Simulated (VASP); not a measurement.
# MnO2 (Pmmn) in VASP: notebook

The runs below take MnO2 through single point, with PBEsol.

Program: VASP 6.6.1. These are calculated values, not measurements. Logs are shortened: lines on timing, memory, paths and dates and some standing lists are left out, and cuts for length are marked.

## Step 1: The cell of the first run

It takes space group Pmmn (No. 59, orthorhombic). The conventional cell has a = 2.904 Å, b = 3.845 Å, c = 6.164 Å, α = 90.00°, β = 90.00°, γ = 90.00°. Mn (site symmetry mm2) has 6 O at 1.83 to 2.05 Å within 2.4 Å. O (site symmetry mm2) has 2 Mn at 1.83 Å within 2.4 Å. Within 2.6 Å of O (site symmetry mm2) lie 4 Mn at 1.98 to 2.05 Å and 5 O at 2.56 to 2.59 Å.

## Step 2: Single point, PBEsol, non-collinear spin, typed start

INCAR

```
PREC = Accurate ; ENCUT = 520
EDIFF = 1E-6 ; ISMEAR = -1
SIGMA = 0.05 ; LREAL = False
LASPH = True ; NELM = 150
ALGO = Normal ; ISIF = 2
LWAVE = False ; LCHARG = True
LNONCOLLINEAR = True ; MAGMOM = -0.125 0.911 1.877 -3.956 0.804 0.159 0 0 0 0 0 0 0 0 0 0 0 0
LORBIT = 11 ; LMAXMIX = 4
GGA = PS ; LVHAR = True
NBANDS = 66
```

KPOINTS

```
Automatic mesh
0
Gamma
  7 5 3
```

POSCAR

```
MnO2
1.0
    2.9041580000      0.0000000000      0.0000000000
    0.0000000000      3.8448100000      0.0000000000
    0.0000000000      0.0000000000      6.1642640000
Mn O
2 4
Direct
    0.5000000000      0.5000000000      0.3433015000
    0.0000000000      0.0000000000      0.6566985000
    0.5000000000      0.0000000000      0.8375675000
    0.0000000000      0.5000000000      0.1624325000
    0.5000000000      0.0000000000      0.4217995000
    0.0000000000      0.5000000000      0.5782005000
```

Potentials or basis: VASP PAW PBE potentials, release 64 (Mn_pv, O).

Run with:

```sh
$ cat potpaw_PBE.64/Mn_pv/POTCAR potpaw_PBE.64/O/POTCAR > POTCAR
$ mpirun -np 1 vasp_ncl > vasp.out
```

OUTCAR:

```text
PREC = Accurate
   ENCUT = 520
   EDIFF = 1E-6
   ISMEAR = -1
   LREAL = False
   LASPH = True
   NELM = 150
   ISIF = 2
   LNONCOLLINEAR = True
   LORBIT = 11
   GGA = PS

 ion  position               nearest neighbor table
   1  0.500  0.500  0.343-   4 1.83   4 1.83   5 1.98   5 1.98   6 2.05   6 2.05   2 3.09   2 3.09
                             2 3.09   2 3.09
   2  0.000  0.000  0.657-   3 1.83   3 1.83   6 1.98   6 1.98   5 2.05   5 2.05   1 3.09   1 3.09
                             1 3.09   1 3.09
   3  0.500  0.000  0.838-   2 1.83   2 1.83
   4  0.000  0.500  0.162-   1 1.83   1 1.83
   5  0.500  0.000  0.422-   1 1.98   1 1.98   2 2.05   2 2.05
   6  0.000  0.500  0.578-   2 1.98   2 1.98   1 2.05   1 2.05

  LATTYP: Found a simple orthorhombic cell.
 ALAT       =     2.9041580000
 B/A-ratio  =     1.3238983554
 C/A-ratio  =     2.1225649569

  Lattice vectors:

 A1 = (   2.9041580000,   0.0000000000,   0.0000000000)
 A2 = (   0.0000000000,   3.8448100000,   0.0000000000)
 A3 = (   0.0000000000,   0.0000000000,   6.1642640000)

Analysis of symmetry for initial positions (statically):
=====================================================================
 Subroutine PRICEL returns:
 Original cell was already a primitive cell.

 Routine SETGRP: Setting up the symmetry group for a
 simple orthorhombic supercell.

 Subroutine GETGRP returns: Found  8 space group operations
 (whereof  4 operations were pure point group operations)
 out of a pool of  8 trial point group operations.

The static configuration has the point symmetry C_2v.
 The point group associated with its full space group is D_2h.

Analysis of symmetry for dynamics (positions and initial velocities):
=====================================================================
 Subroutine PRICEL returns:
 Original cell was already a primitive cell.

 Routine SETGRP: Setting up the symmetry group for a
 simple orthorhombic supercell.

 Subroutine GETGRP returns: Found  8 space group operations
 (whereof  4 operations were pure point group operations)
 out of a pool of  8 trial point group operations.

The dynamic configuration has the point symmetry C_2v.
 The point group associated with its full space group is D_2h.

Analysis of structural, dynamic, and magnetic symmetry:
=====================================================================
 Subroutine PRICEL returns:
 Original cell was already a primitive cell.

[... 163 lines left out ...]

 val. band max:        2.9814186910   @ k =  -0.4286   0.0000   0.3333
 cond. band min:       3.0105267526   @ k =   0.4286   0.0000   0.0000
 fundamental gap:      0.0291080617
 Fermi energy:         2.9903977412

 k-point     1 :       0.0000    0.0000    0.0000
  band No.  band energies     occupation
      1     -47.4760      1.00000
      2     -47.4526      1.00000
      3     -47.4493      1.00000
      4     -47.4302      1.00000
      5     -47.4226      1.00000
      6     -47.4171      1.00000
[... 1549 lines left out ...]
     61       6.0239      0.00000
     62       6.2932      0.00000

 [... further k-points ...]

 [bands above 62 left out]

------------------------ aborting loop because EDIFF is reached ----------------------------------------

  FORCE on cell =-STRESS in cart. coord.  units (eV):
  Direction    XX          YY          ZZ          XY          YZ          ZX
  --------------------------------------------------------------------------------------
  -------------------------------------------------------------------------------------
  Total       -7.5484350     -4.5087765     -4.2468268     -0.0003611     -0.0002463      0.0029411
  in kB     -175.7078446   -104.9525366    -98.8550321     -0.0084058     -0.0057334      0.0684612
  external PRESSURE =    -126.5051378 kB  Pullay stress =       0.0000000 kB

 VOLUME and BASIS-vectors are now :
 -----------------------------------------------------------------------------
  energy-cutoff  :      520.00
  volume of cell :       68.83
      direct lattice vectors                 reciprocal lattice vectors
     2.904158000  0.000000000  0.000000000     0.344333883  0.000000000  0.000000000
     0.000000000  3.844810000  0.000000000     0.000000000  0.260090876  0.000000000
     0.000000000  0.000000000  6.164264000     0.000000000  0.000000000  0.162225369

 POSITION                                       TOTAL-FORCE (eV/Angst)
 -----------------------------------------------------------------------------------
      1.45208      1.92240      2.11620         0.000045     -0.000027     -0.298282
      0.00000      0.00000      4.04806         0.000394      0.000750      0.296817
      1.45208      0.00000      5.16299        -0.000044     -0.000483     -1.071426
      0.00000      1.92240      1.00128        -0.000374      0.000124      1.071326
      1.45208      0.00000      2.60008        -0.000215     -0.000077      0.222011
      0.00000      1.92240      3.56418         0.000195     -0.000287     -0.220446
 -----------------------------------------------------------------------------------
    total drift:                               -0.000986     -0.000046     -0.001390

  FREE ENERGIE OF THE ION-ELECTRON SYSTEM (eV)
  ---------------------------------------------------
  free  energy   TOTEN  =       -49.3153238031 eV

  energy  without entropy=      -49.3068646756  energy(sigma->0) =      -49.31109424

 total charge

# of ion       s       p       d       tot
------------------------------------------
    1        0.332   6.397   4.905  11.634
    2        0.332   6.397   4.906  11.635
    3        1.586   3.320   0.000   4.906
    4        1.586   3.319   0.000   4.905
    5        1.564   3.410   0.000   4.973
    6        1.564   3.410   0.000   4.974
--------------------------------------------------
tot          6.964  26.253   9.811  43.028

 magnetization (x)

# of ion       s       p       d       tot
------------------------------------------
    1       -0.011  -0.012  -1.139  -1.161
    2       -0.018  -0.021  -2.384  -2.424
    3       -0.003  -0.093   0.000  -0.096
    4       -0.001  -0.037   0.000  -0.039
    5       -0.004   0.009   0.000   0.005
    6       -0.005   0.011   0.000   0.006
--------------------------------------------------
tot         -0.043  -0.143  -3.523  -3.709

 magnetization (y)

# of ion       s       p       d       tot
------------------------------------------
    1        0.010   0.011   1.233   1.254
    2        0.008   0.009   0.908   0.925
    3        0.001   0.032   0.000   0.033
    4        0.002   0.049   0.000   0.050
    5        0.003  -0.007   0.000  -0.004
    6        0.003  -0.006   0.000  -0.003
--------------------------------------------------
tot          0.026   0.088   2.141   2.255

 magnetization (z)

# of ion       s       p       d       tot
------------------------------------------
    1        0.017   0.019   2.162   2.198
    2        0.009   0.010   0.995   1.015
    3        0.001   0.035   0.000   0.036
    4        0.003   0.084   0.000   0.087
    5        0.005  -0.010   0.000  -0.005
    6        0.004  -0.008   0.000  -0.005
--------------------------------------------------
tot          0.039   0.130   3.157   3.326
```

Wall time 60 min (1 thread of Intel Xeon 6975P-C (Granite Rapids), shared host); peak memory 0.76 GiB.

Results:

```yaml
Free_energy: -49.3153 eV
Pressure: -12.7 GPa
Largest_force: 1.071 eV/Å
Band_gap_on_the_k_mesh: zero (bands 50 and 51 overlap by 0.46 eV)
Net_moment: 5.67 μB per cell
Valence_electrons_inside_the_program's_atomic_spheres: Mn 11.63; O 4.91, 4.97 (each value once)
```

Forces in eV/Å, atoms in the order of the input:
```
Mn   0.000  0.000 -0.298
Mn   0.000  0.001  0.297
O    0.000  0.000 -1.071
O    0.000  0.000  1.071
O    0.000  0.000  0.222
O    0.000  0.000 -0.220
```

Stress tensor (GPa, compression positive):
```
-17.57   0.00   0.01
  0.00 -10.50   0.00
  0.01   0.00  -9.89
```

Levels at points of the mesh, in eV from the Fermi level:
```csv
k point,band 47,band 48,band 49,band 50,band 51,band 52,band 53,band 54
"(0.00, 0.00, 0.00)",-1.36,-0.92,-0.12,0.14,0.46,0.56,0.64,0.92
```

Moments on the atoms (μB; x, y, z):
```
Mn  -1.16  1.25  2.20
Mn  -2.42  0.93  1.01
O   -0.10  0.03  0.04
O   -0.04  0.05  0.09
O    0.01  0.00 -0.01
O    0.01  0.00 -0.01
```

Caveat: the stress differs along the axes, from -18 to -10 GPa; the PAW data sets were made with another functional, which shifts forces and pressure a little; semilocal functionals often make such compounds metallic where correlation or magnetic order opens a gap, which also shifts bond lengths.

## Step 3: Single point, PBEsol

INCAR

```
SYSTEM = MnO2
  PREC = Accurate
  ENCUT = 700
  EDIFF = 1E-6
  ISMEAR = -1
  SIGMA = 0.05
  LREAL = .FALSE.
  LASPH = .TRUE.
  NELM = 120
  ALGO = Normal
  ISIF = 2
  LWAVE = .FALSE.
  LCHARG = .FALSE.
  GGA = PS
  NBANDS = 36
  GGA_COMPAT = .FALSE.
```

KPOINTS

```
regular mesh
0
G
  9 7 5
  0 0 0
```

POSCAR is that of step 2.

Potentials or basis: VASP PAW PBE potentials, release 64 (Mn_sv, O).

Run with:

```sh
$ cat potpaw_PBE.64/Mn_sv/POTCAR potpaw_PBE.64/O/POTCAR > POTCAR
$ mpirun -np 1 vasp_std > vasp.out
```

Run time: 9.3 min. Hardware: 1 thread of AMD EPYC, shared host; peak memory 0.3 GiB.

The run converged. Its results:

| Property | Result |
| --- | --- |
| Free energy | -48.1476 eV |
| Pressure | -23.1 GPa |
| Largest force | 3.248 eV/Å |
| Band gap on the k mesh | zero (bands 27 and 28 overlap by 0.34 eV) |

Forces in eV/Å, atoms in the order of the input:
```
Mn   0.000  0.000 -2.248
Mn   0.000  0.000  2.248
O    0.000  0.000 -3.248
O    0.000  0.000  3.248
O    0.000  0.000  0.480
O    0.000  0.000 -0.480
```

Stress tensor (GPa, compression positive):
```
-28.83   0.00   0.00
  0.00 -17.84   0.00
  0.00   0.00 -22.77
```

Levels at points of the mesh, in eV from the Fermi level:
| k point | band 24 | band 25 | band 26 | band 27 | band 28 | band 29 | band 30 | band 31 |
| --- | --- | --- | --- | --- | --- | --- | --- | --- |
| (0.00, 0.00, 0.00) | -1.92 | -0.92 | -0.50 | -0.11 | 0.07 | 0.75 | 1.17 | 1.25 |

Caveat: the stress differs along the axes, from -29 to -18 GPa; the PAW data sets were made with another functional, which shifts forces and pressure a little; the run has no spin polarisation, though such a crystal can be magnetic; semilocal functionals often make such compounds metallic where correlation or magnetic order opens a gap, which also shifts bond lengths. Spin polarisation is off, so any magnetic state and its effect on volume and gap are missing.

The gap in the log of VASP goes by the Fermi energy; the results here count the filled bands.